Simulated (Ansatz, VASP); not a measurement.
# I: VASP beside Ansatz

File INCAR:

```
PREC = Accurate ; ENCUT = 520
EDIFF = 1E-7 ; ISMEAR = -1
SIGMA = 0.1 ; LREAL = False
LASPH = True ; NELM = 80
ALGO = Normal ; ISIF = 2
LWAVE = False ; LCHARG = False
GGA = PE ; NBANDS = 10
```

Contents of KPOINTS:

```
regular mesh
0
Gamma
  13 13 13
```

The input POSCAR:

```
I
1.0
   -1.9731175766      1.9731175766      1.9731175766
    1.9731175766     -1.9731175766      1.9731175766
    1.9731175766      1.9731175766     -1.9731175766
I
1
Direct
    0.0000000000      0.0000000000      0.0000000000
```

Input for Ansatz:

```yaml
crystal:
  lattice:
    - [-1.9731175766, 1.9731175766, 1.9731175766]
    - [1.9731175766, -1.9731175766, 1.9731175766]
    - [1.9731175766, 1.9731175766, -1.9731175766]
  atoms:
    - { symbol: I, position: [0.0, 0.0, 0.0] }
kpoints:
  mp_grid: { grid: [13, 13, 13] }
scf:
  occupations: { method: fermi_dirac, width: 0.1 }
hamiltonian:
  xc: pbe
  pseudopotentials: { kind: all_electron, lapw: { basis_error: 0.001 } }
output:
  forces: true
  stress: true
  eigenvalues: true
  populations: true
```

Change from the starting cell: volume scaled by 0.85, LAPW.

Alike in both runs: task single point; functional PBE; k mesh 13 × 13 × 13; occupations fermi-dirac, width 0.1 eV; no spin polarisation.

```csv
,VASP,Ansatz
version,VASP 6.6.1,Ansatz 0.2.0
potentials or method,"VASP PAW PBE potentials, release 64 (I), cutoff 520 eV","all-electron LAPW, scalar-relativistic"
```

```csv
,VASP,Ansatz,Ansatz less VASP
pressure (GPa),5.6,5.7,+0.06
```

Ansatz ran all-electron here, and VASP with PAW potentials.

Spin-orbit coupling is off throughout.
